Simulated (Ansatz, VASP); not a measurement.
# Two plane-wave programs on Si2W

```
Si W
1.0
    -1.61450    1.61450    3.93341
     1.61450   -1.61450    3.93341
     1.61450    1.61450   -3.93341
Si W
2 1
Cartesian
  0.0000 0.0000 2.6320
  0.0000 0.0000 5.2348
  0.0000 0.0000 0.0000
```

Alike in both runs: task single point; functional PBE; k mesh 20 × 20 × 20; occupations gaussian, width 0.15 eV; no spin polarisation.

|  | VASP | Ansatz |
| --- | --- | --- |
| version | VASP 6.6.1 | Ansatz 0.2.0 |
| potentials or method | VASP PAW PBE potentials, release 64 (Si, W_sv), cutoff 520 eV | scalar-relativistic, plane waves, PAW |
| valence electrons in the cell | 22 | 22 |

```csv
,VASP,Ansatz,Ansatz less VASP
gap on the k mesh at the Fermi level (eV),none,none,-
pressure (GPa),0.1,0.0,-0.05
```

A gap of «none» marks a metal or a gap that the smearing closes. The functional is the same, so the differences come from potentials, cutoffs and numerics.

Spin-orbit coupling is off throughout.
